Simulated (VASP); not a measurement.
## Sb: single point with LDA

The system is Sb.

```
Sb
1.0
     3.08334    0.00000    0.00000
     0.00000    3.08334    0.00000
     0.00000    0.00000    3.08334
Sb
1
Direct
  0.00000 0.00000 0.00000
```

```
Program             : VASP 6.6.1
Task                : single point
Functional          : LDA
Potentials or basis : VASP PAW LDA potentials, release 64 (Sb)
Cutoff              : 520 eV
k mesh              : 14 × 14 × 14
Occupations         : gaussian, width 0.1 eV
Spin                : no spin polarisation
```

| Property | Result |
| --- | --- |
| Pressure | -2.2 GPa |

Levels at points of the mesh, in eV from the Fermi level:
```
           k point  band 1  band 2  band 3  band 4  band 5  band 6  band 7  band 8
(0.00, 0.00, 0.00)  -12.47    3.34    3.34    3.34    6.98    6.98    8.37   16.67
(0.50, 0.00, 0.00)  -10.00   -5.61    5.38    5.38    8.98   10.68   11.32   11.32
(0.50, 0.50, 0.00)   -7.38   -3.53   -3.53    2.20    7.45   12.65   13.03   13.03
(0.50, 0.50, 0.50)   -4.47   -1.58   -1.58   -1.58    4.89    4.89    4.89    6.94
```

Run time: 6.9 s on 1 thread of Intel(R) Xeon(R) Platinum 8488C (Sapphire Rapids), on a shared host, peak memory 0.14 GiB.

Caveat: spin-orbit coupling is left out, which moves the levels of the heavy elements.
